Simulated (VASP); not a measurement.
A run of VASP 6.6.1:

The input INCAR:

```
SYSTEM = Li4NO
  ALGO = Normal
  EDIFF = 1E-6
  ENCUT = 750
  GGA_COMPAT = .False.
  ISIF = 2
  ISMEAR = -1
  LASPH = .True.
  LCHARG = .True.
  LELF = .True.
  LREAL = .False.
  LVHAR = .True.
  LWAVE = .False.
  NBANDS = 20
  NELM = 120
  PREC = Accurate
  SIGMA = 0.1
```

KPOINTS

```
k-points
0
Gamma
  6 6 4
  0 0 0
```

Contents of POSCAR:

```
Li4NO
1.0
    3.3128700000      0.0000000000      0.0000000000
    0.0000000000      3.3128700000      0.0000000000
    0.0000000000      0.0000000000      4.9365200000
Li N O
4 1 1
Direct
    0.0000000000      0.5000000000      0.2638500000
    0.0000000000      0.5000000000      0.7361500000
    0.5000000000      0.0000000000      0.2638500000
    0.5000000000      0.0000000000      0.7361500000
    0.0000000000      0.0000000000      0.0000000000
    0.5000000000      0.5000000000      0.5000000000
```

Potentials or basis: VASP PAW LDA potentials, release 64 (Li_sv, N, O).

Command:

```bash
$ cat potpaw_LDA.64/Li_sv/POTCAR potpaw_LDA.64/N/POTCAR potpaw_LDA.64/O/POTCAR > POTCAR
$ mpirun -np 1 vasp_std > vasp.out
```

Hardware: 1 thread of Intel(R) Xeon(R) Platinum 8259CL CPU @ 2.50GHz (Skylake/Cascade Lake) (shared host).

Question: Estimate the wall time of this run.

Answer: Wall time 43 s on 1 thread of Intel(R) Xeon(R) Platinum 8259CL CPU @ 2.50GHz (Skylake/Cascade Lake), with other jobs on the host, peak memory 0.19 GiB. Counts: scf iterations 14, k points 30.
